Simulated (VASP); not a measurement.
The system is BiTe.

```xyz
2
Lattice="2.4227 1.3988 3.3173 -2.4227 1.3988 3.3173 0.0000 -2.7975 3.3173" Properties=species:S:1:pos:R:3 pbc="T T T"
Bi    0.0000    0.0000    4.9759
Te    0.0000    0.0000    0.0000
```

Base run:

| Property | Result |
| --- | --- |
| Program | VASP 6.6.1 |
| Functional | PBE |
| Potentials or basis | VASP PAW PBE potentials, release 64 (Bi_d, Te) |
| Cutoff | 520 eV |
| k mesh | 6 × 6 × 6 |
| Occupations | gaussian, width 0.1 eV |
| Spin | no spin polarisation |

Its results: pressure -0.1 GPa.

The run is repeated on the same cell with these changes: cutoff from 520 eV to 500 eV; k mesh from 6 × 6 × 6 to 2 × 2 × 2. What comes out?

Pressure 3.5 GPa.

Caveats: some runs use coarse meshes.
